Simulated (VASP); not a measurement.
# Yb (Pm-3m) in VASP: single point with PBEsol

Aim: the single point of Yb with PBEsol.

All numbers are computed with VASP 6.6.1; they aren't measurements. Logs are shortened: lines on timing, memory, paths and dates and some standing lists are left out, and cuts for length are marked.

## Step 1: The cell of the first run

Symmetry: Pm-3m, No. 221, cubic system. Conventional cell: a = 3.447 Å, b = 3.447 Å, c = 3.447 Å, α = 90.00°, β = 90.00°, γ = 90.00°. Yb (site symmetry m-3m) has 6 Yb at 3.45 Å within 4.5 Å.

## Step 2: Single point, PBEsol

INCAR

```
SYSTEM = Yb
PREC = Accurate
ENCUT = 520
EDIFF = 1E-6
ISMEAR = -1
SIGMA = 0.15
LREAL = .FALSE.
LASPH = .TRUE.
NELM = 100
ALGO = Normal
ISIF = 2
LWAVE = .FALSE.
LCHARG = .FALSE.
GGA = PS
NBANDS = 18
```

KPOINTS

```
regular mesh
0
G
  8 8 8
  0 0 0
```

POSCAR

```
Yb
1.0
    3.4470000000      0.0000000000      0.0000000000
    0.0000000000      3.4470000000      0.0000000000
    0.0000000000      0.0000000000      3.4470000000
Yb
1
Direct
    0.5000000000      0.5000000000      0.5000000000
```

Potentials or basis: VASP PAW PBE potentials, release 64 (Yb).

Run with:

```
cat potpaw_PBE.64/Yb/POTCAR > POTCAR
mpirun -np 1 vasp_std > vasp.out
```

OUTCAR:

```text
SYSTEM = Yb
   PREC = Accurate
   ENCUT = 520
   EDIFF = 1E-6
   ISMEAR = -1
   LREAL = .FALSE.
   LASPH = .TRUE.
   NELM = 100
   ISIF = 2
   GGA = PS

 ion  position               nearest neighbor table
   1  0.500  0.500  0.500-

  LATTYP: Found a simple cubic cell.
 ALAT       =     3.4470000000

  Lattice vectors:

 A1 = (   3.4470000000,   0.0000000000,   0.0000000000)
 A2 = (   0.0000000000,   3.4470000000,   0.0000000000)
 A3 = (   0.0000000000,   0.0000000000,   3.4470000000)

Analysis of symmetry for initial positions (statically):
=====================================================================
 Subroutine PRICEL returns:
 Original cell was already a primitive cell.

 Routine SETGRP: Setting up the symmetry group for a
 simple cubic supercell.

 Subroutine GETGRP returns: Found 48 space group operations
 (whereof 48 operations were pure point group operations)
 out of a pool of 48 trial point group operations.

The static configuration has the point symmetry O_h .

Analysis of symmetry for dynamics (positions and initial velocities):
=====================================================================
 Subroutine PRICEL returns:
 Original cell was already a primitive cell.

 Routine SETGRP: Setting up the symmetry group for a
 simple cubic supercell.

 Subroutine GETGRP returns: Found 48 space group operations
 (whereof 48 operations were pure point group operations)
 out of a pool of 48 trial point group operations.

The dynamic configuration has the point symmetry O_h .

 Subroutine INISYM returns: Found 48 space group operations
 (whereof 48 operations are pure point group operations),
 and found     1 'primitive' translations

----------------------------------------------------------------------------------------

                                     Primitive cell

  volume of cell :      40.9566

  direct lattice vectors                    reciprocal lattice vectors
     3.447000000  0.000000000  0.000000000     0.290107340  0.000000000  0.000000000
     0.000000000  3.447000000  0.000000000     0.000000000  0.290107340  0.000000000
     0.000000000  0.000000000  3.447000000     0.000000000  0.000000000  0.290107340

  length of vectors
     3.447000000  3.447000000  3.447000000     0.290107340  0.290107340  0.290107340

  position of ions in fractional coordinates (direct lattice)
     0.500000000  0.500000000  0.500000000

  ion indices of the primitive-cell ions
   primitive index   ion index
                 1           1

----------------------------------------------------------------------------------------

 KPOINTS: regular mesh

Automatic generation of k-mesh.
 Grid dimensions read from file:
 generate k-points for:    8    8    8

 Generating k-lattice:

  Cartesian coordinates                     Fractional coordinates (reciprocal lattice)
     0.036263417  0.000000000  0.000000000     0.125000000  0.000000000  0.000000000
     0.000000000  0.036263417  0.000000000     0.000000000  0.125000000  0.000000000
     0.000000000  0.000000000  0.036263417     0.000000000  0.000000000  0.125000000

  Length of vectors
     0.036263417  0.036263417  0.036263417

  Shift w.r.t. Gamma in fractional coordinates (k-lattice)
     0.000000000  0.000000000  0.000000000

 Subroutine IBZKPT returns following result:
 ===========================================

 Found     35 irreducible k-points:

 Following reciprocal coordinates:
            Coordinates               Weight
  0.000000  0.000000  0.000000      1.000000
  0.125000  0.000000  0.000000      6.000000
  0.250000  0.000000  0.000000      6.000000
  0.375000  0.000000  0.000000      6.000000
  0.500000  0.000000  0.000000      3.000000
  0.125000  0.125000  0.000000     12.000000
[... 16 lines left out ...]
  0.375000  0.375000  0.125000     24.000000
  0.500000  0.375000  0.125000     24.000000
 [... further k-points ...]
   k-points           NKPTS =     35   k-points in BZ     NKDIM =     35   number of bands    NBANDS=     18
   number of dos      NEDOS =    301   number of ions     NIONS =      1
   total plane-waves  NPLWV =  21952
   dimension x,y,z NGX =    28 NGY =   28 NGZ =   28
   dimension x,y,z NGXF=    56 NGYF=   56 NGZF=   56
   ions per type =               1
   NGX,Y,Z   is equivalent  to a cutoff of  13.50, 13.50, 13.50 a.u.
   NGXF,Y,Z  is equivalent  to a cutoff of  27.01, 27.01, 27.01 a.u.
 SYSTEM =  Yb
   PREC   = accura    normal or accurate (medium, high low for compatibility)
   ISTART =      0    job   : 0-new  1-cont  2-samecut
   ICHARG =      2    charge: 1-file 2-atom 10-const
   ISPIN  =      1    spin polarized calculation?
   LNONCOLLINEAR =      F non collinear calculations
   LSORBIT =      F    spin-orbit coupling
   LASPH  =      T    aspherical Exc in radial PAW
   ENCUT  =  520.0 eV  38.22 Ry    6.18 a.u.   6.41  6.41  6.41*2*pi/ulx,y,z
   NELM   =    100;   NELMIN=  2; NELMDL= -5     # of ELM steps
   EDIFF  = 0.1E-05   stopping-criterion for ELM
   LREAL  =      F    real-space projection
   EDIFFG = 0.1E-04   stopping-criterion for IOM
   NSW    =      0    number of steps for IOM
   IBRION =     -1    ionic relax: 0-MD 1-quasi-New 2-CG
   NFREE  =      0    steps in history (QN), initial steepest desc. (CG)
   ISIF   =      2    stress and relaxation
   ISYM   =      2    0-nonsym 1-usesym 2-fastsym
   POTIM  = 0.5000    time-step for ionic-motion
   TEBEG  =    0.0;   TEEND  =   0.0 temperature during run
   PSTRESS=    0.0 pullay stress
   NELECT =      24.0000    total number of electrons
   NUPDOWN=      -1.0000    fix difference up-down
   EMIN   =  10.00;   EMAX   =-10.00  energy-range for DOS
   EFERMI =   0.00;   METHOD = LEGACY
   ISMEAR =    -1;   SIGMA  =   0.15  broadening in eV -4-tet -1-fermi 0-gaus
   EFERMI_NEDOS =   21; number of points for ismear=-14 and -15
   IALGO  =     38    algorithm
   IMIX   =      4    mixing-type and parameters
     AMIX     =   0.40;   BMIX     =  1.00
     AMIX_MAG =   1.60;   BMIX_MAG =  1.00
  volume/ion in A,a.u.               =      40.96       276.39
  Fermi-wavevector in a.u.,A,eV,Ry     =   1.369948  2.588826 25.534822  1.876756
  Thomas-Fermi vector in A             =   2.495778
   LORBIT       =      0    0 simple, 1 ext, 2 COOP (PROOUT), +10 PAW based schemes
   GGA     = PS    functional components
   LHFCALC =     F    Hartree Fock is set to
   AEXX    =    0.0000 exact exchange contribution
   IVDW    =     0    specifies the selected vdW correction
   LEPSILON=     F    determine dielectric tensor
   LRPA    =     F    only Hartree local field effects (RPA)
 non-spin polarized calculation
  energy-cutoff  :      520.00
  volume of cell :       40.96
 maximum number of plane-waves:      1141
 NGX is ok and might be reduce to    28
   NGX = 13   NGY = 13   NGZ = 13

 number of electron      23.9999986 magnetization

 Free energy of the ion-electron system (eV)
  ---------------------------------------------------
  ext. energy  EPLUGINS =         0.00000000
  ---------------------------------------------------
  free energy    TOTEN  =        -3.44735604 eV

  energy without entropy =       -3.24901420  energy(sigma->0) =       -3.34818512

 E-fermi :   0.8937     XC(G=0):  -8.9859

 val. band max:        0.8827161152   @ k =   0.3750   0.3750   0.3750
 cond. band min:       0.9183963167   @ k =   0.5000   0.3750   0.0000
 fundamental gap:      0.0356802015
 Fermi energy:         0.8937179527

 k-point     1 :       0.0000    0.0000    0.0000
  band No.  band energies     occupation
      1     -51.2103      2.00000
      2     -23.3808      2.00000
      3     -23.3808      2.00000
      4     -23.3808      2.00000
      5      -3.8113      2.00000
      6       0.1980      1.98083
[... 10 lines left out ...]
     17       7.1082      0.00000
     18      10.2051      0.00000

 k-point     2 :       0.1250    0.0000    0.0000
  band No.  band energies     occupation
      1     -51.2082      2.00000
      2     -23.4346      2.00000
      3     -23.3762      2.00000
      4     -23.3762      2.00000
      5      -3.5467      2.00000
      6       0.1878      1.98208
[... 10 lines left out ...]
     17       7.1457      0.00000
     18       9.0100      0.00000

 k-point     3 :       0.2500    0.0000    0.0000
  band No.  band energies     occupation
      1     -51.2030      2.00000
      2     -23.5623      2.00000
      3     -23.3654      2.00000
      4     -23.3654      2.00000
      5      -2.8206      2.00000
      6       0.1616      1.98493
[... 10 lines left out ...]
     17       7.2382      0.00000
     18       7.8457      0.00000

 k-point     4 :       0.3750    0.0000    0.0000
  band No.  band energies     occupation
      1     -51.1978      2.00000
      2     -23.6866      2.00000
      3     -23.3545      2.00000
      4     -23.3545      2.00000
      5      -1.8253      2.00000
      6       0.1297      1.98780
[... 10 lines left out ...]
     17       7.3337      0.00000
     18       8.0258      0.00000

 k-point     5 :       0.5000    0.0000    0.0000
  band No.  band energies     occupation
      1     -51.1956      2.00000
      2     -23.7372      2.00000
      3     -23.3500      2.00000
      4     -23.3500      2.00000
      5      -1.1442      2.00000
      6       0.0912      1.99055
[... 10 lines left out ...]
     17       7.3741      0.00000
     18       8.6595      0.00000

 k-point     6 :       0.1250    0.1250    0.0000
  band No.  band energies     occupation
      1     -51.2061      2.00000
      2     -23.4322      2.00000
      3     -23.4275      2.00000
      4     -23.3718      2.00000
      5      -3.2834      2.00000
      6       0.1872      1.98216
[... 307 lines left out ...]
 k-point    21 :       0.3750    0.2500    0.1250
  band No.  band energies     occupation
      1     -51.1884      2.00000
      2     -23.6593      2.00000
      3     -23.5246      2.00000
      4     -23.3907      2.00000
      5      -0.6754      1.99994
      6       0.1439      1.98660
[... 10 lines left out ...]
     17       5.5083      0.00000
     18       9.0175      0.00000

 k-point    22 :       0.5000    0.2500    0.1250
  band No.  band energies     occupation
      1     -51.1863      2.00000
      2     -23.7086      2.00000
      3     -23.5191      2.00000
      4     -23.3860      2.00000
      5       0.0668      1.99196
      6       0.1047      1.98967
[... 10 lines left out ...]
     17       5.5279      0.00000
     18       8.7910      0.00000

 k-point    23 :       0.3750    0.3750    0.1250
  band No.  band energies     occupation
      1     -51.1833      2.00000
      2     -23.6464      2.00000
      3     -23.6421      2.00000
      4     -23.3795      2.00000
      5      -0.0161      1.99537
      6       0.1560      1.98548
[... 10 lines left out ...]
     17       5.4170      0.00000
     18       9.1432      0.00000

 k-point    24 :       0.5000    0.3750    0.1250
  band No.  band energies     occupation
      1     -51.1812      2.00000
      2     -23.6929      2.00000
      3     -23.6380      2.00000
      4     -23.3749      2.00000
      5       0.1210      1.98848
      6       0.1563      1.98546
[... 10 lines left out ...]
     17       5.7004      0.00000
     18       8.7876      0.00000

 [... further k-points ...]

------------------------ aborting loop because EDIFF is reached ----------------------------------------

  FORCE on cell =-STRESS in cart. coord.  units (eV):
  Direction    XX          YY          ZZ          XY          YZ          ZX
  --------------------------------------------------------------------------------------
  -------------------------------------------------------------------------------------
  Total       -0.6627114     -0.6627114     -0.6627114      0.0000000      0.0000000      0.0000000
  in kB      -25.9245472    -25.9245472    -25.9245472      0.0000000      0.0000000      0.0000000
  external PRESSURE =     -25.9245472 kB  Pullay stress =       0.0000000 kB

 VOLUME and BASIS-vectors are now :
 -----------------------------------------------------------------------------
  energy-cutoff  :      520.00
  volume of cell :       40.96
      direct lattice vectors                 reciprocal lattice vectors
     3.447000000  0.000000000  0.000000000     0.290107340  0.000000000  0.000000000
     0.000000000  3.447000000  0.000000000     0.000000000  0.290107340  0.000000000
     0.000000000  0.000000000  3.447000000     0.000000000  0.000000000  0.290107340

 POSITION                                       TOTAL-FORCE (eV/Angst)
 -----------------------------------------------------------------------------------
      1.72350      1.72350      1.72350         0.000000      0.000000      0.000000
 -----------------------------------------------------------------------------------
    total drift:                                0.000000      0.000000      0.000000

  FREE ENERGIE OF THE ION-ELECTRON SYSTEM (eV)
  ---------------------------------------------------
  free  energy   TOTEN  =        -3.4473560433 eV

  energy  without entropy=       -3.2490141988  energy(sigma->0) =       -3.34818512
```

Wall time 59 s (1 thread of Intel Xeon Platinum 8259CL at 2.50GHz (Skylake/Cascade Lake), shared host); peak memory 0.18 GiB.

Results:

| Item | Value |
| --- | --- |
| Free energy | -3.4474 eV |
| Pressure | -2.6 GPa |
| Band gap on the k mesh | zero (band 12 reaches 1.38 eV, above the bottom of band 13 at 0.50 eV) |

Levels at points of the mesh, in eV from the Fermi level:
```
           k point  band 10  band 11  band 12  band 13  band 14  band 15
(0.00, 0.00, 0.00)    -0.67    -0.67    -0.62     0.63     0.63     6.21
(0.50, 0.00, 0.00)    -0.64    -0.61    -0.61    -0.18     1.34     3.74
(0.50, 0.50, 0.00)    -0.66    -0.61    -0.60     0.44     2.92     2.92
(0.50, 0.50, 0.50)    -0.63    -0.63     0.49     0.49     0.49     5.76
```

Caveat: the PAW data sets were made with another functional, which shifts forces and pressure a little; spin-orbit coupling is left out, which moves the levels of the heavy elements. Spin polarisation is off, so any magnetic state and its effect on volume and gap are missing.
